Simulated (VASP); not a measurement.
Write the native input for VASP 6.6.1 that does the following.

```yaml
Task: single point
Functional: PBE
Potentials_or_basis: VASP PAW PBE potentials, release 64 (Li_sv, F)
Cutoff: 520 eV
k_mesh: 9 × 9 × 6
Occupations: gaussian, width 0.05 eV
Spin: no spin polarisation
Dipole_correction: no
Further_INCAR_settings: ALGO = Normal; EDIFF = 1e-07; NBANDS = 18
```

The structure of LiF lies in POSCAR:

```
LiF
1.0
    3.2515982770      0.0000000000      0.0000000000
   -1.6257991385      2.8159667108      0.0000000000
    0.0000000000      0.0000000000      5.2549079754
Li F
2 2
Direct
    0.3333333333      0.6666666667      0.3810713234
    0.6666666667      0.3333333333      0.8810713234
    0.3333333333      0.6666666667      0.9939266766
    0.6666666667      0.3333333333      0.4939266766
```

This cell differs from its parent crystal: volume 12.029 Å^3 an atom, c/a of the conventional cell 1.6161.

These files were run (other wordings do the same):

INCAR

```
PREC = Accurate ; ENCUT = 520
EDIFF = 1E-7 ; ISMEAR = 0
SIGMA = 0.05 ; LREAL = F
LASPH = T ; NELM = 100
ALGO = Normal ; ISIF = 2
LWAVE = F ; LCHARG = F
GGA = PE ; NBANDS = 18
```

KPOINTS

```
Automatic mesh
0
Gamma
  9 9 6
```

Potentials or basis: VASP PAW PBE potentials, release 64 (Li_sv, F).

The run is started by

```console
$ cat potpaw_PBE.64/Li_sv/POTCAR potpaw_PBE.64/F/POTCAR > POTCAR
$ mpirun -np 1 vasp_std > vasp.out
```

It gave:

* Largest force: 0.042 eV/Å
* Band gap on the k mesh: 6.90 eV, direct

Run time: 36 s on 1 thread of Intel(R) Xeon(R) Platinum 8124M CPU @ 3.00GHz (Skylake/Cascade Lake), with other jobs on the host, peak memory 0.17 GiB.
